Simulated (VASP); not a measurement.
Wanted: the native input for a VASP 6.6.1 run.

```
Task                   : single point
Functional             : LDA
Potentials or basis    : VASP PAW LDA potentials, release 64 (Si)
Cutoff                 : 500 eV
k mesh                 : 10 × 10 × 10
Occupations            : gaussian, width 0.03 eV
Spin                   : no spin polarisation
Dipole correction      : no
Further INCAR settings : ALGO = Normal; EDIFF = 1e-06; NBANDS = 16
```

The structure of Si lies in POSCAR:

```
Si
1.0
   -3.3012718576      3.3012718576      1.9083649472
    3.3012718576     -3.3012718576      1.9083649472
    3.3012718576      3.3012718576     -1.9083649472
Si
4
Direct
    0.1692046796      0.1692046796      0.3384093591
    0.8307953204      0.8307953204      0.6615906409
    0.1884819803      0.8115180197      0.0000000000
    0.8115180197      0.1884819803      0.0000000000
```

This cell differs from its parent crystal: mode 8 (404.8 1/cm) frozen in, largest displacement +0.090 Å.

These files were run (other wordings do the same):

INCAR

```
PREC     = Accurate       # precision mode
ENCUT    = 500            # plane-wave cutoff, eV
EDIFF    = 1E-6           # SCF threshold, eV
ISMEAR   = 0              # smearing method
SIGMA    = 0.03           # smearing width, eV
LREAL    = False          # projectors in reciprocal space
LASPH    = True           # aspherical terms in the spheres
NELM     = 120            # most SCF steps
ALGO     = Normal         # electronic algorithm
ISIF     = 2              # what is computed and relaxed
LWAVE    = False          # write WAVECAR
LCHARG   = True           # write CHGCAR
LELF     = True           # ELF
LVHAR    = True         
NBANDS   = 16             # bands
GGA_COMPAT= False
```

KPOINTS

```
Automatic mesh
0
Gamma
  10 10 10
```

Potentials or basis: VASP PAW LDA potentials, release 64 (Si).

The run is started by

```console
$ cat potpaw_LDA.64/Si/POTCAR > POTCAR
$ mpirun -np 1 vasp_std > vasp.out
```

It gave:

The pressure is 0.5 GPa, the largest force is 1.629 eV/Å and the band gap on the k mesh is zero (band 8 reaches 5.83 eV, above the bottom of band 9 at 5.75 eV).

Caveat: the cell differs from its parent crystal (mode 8 (404.8 1/cm) frozen in, largest displacement +0.090 Å); forces of over 1 eV/Å act on the atoms, so gaps and moduli don't describe the material at rest.

It took 85 s on 1 thread of Intel(R) Xeon(R) 6975P-C (Granite Rapids), with other jobs on the host, peak memory 0.29 GiB.
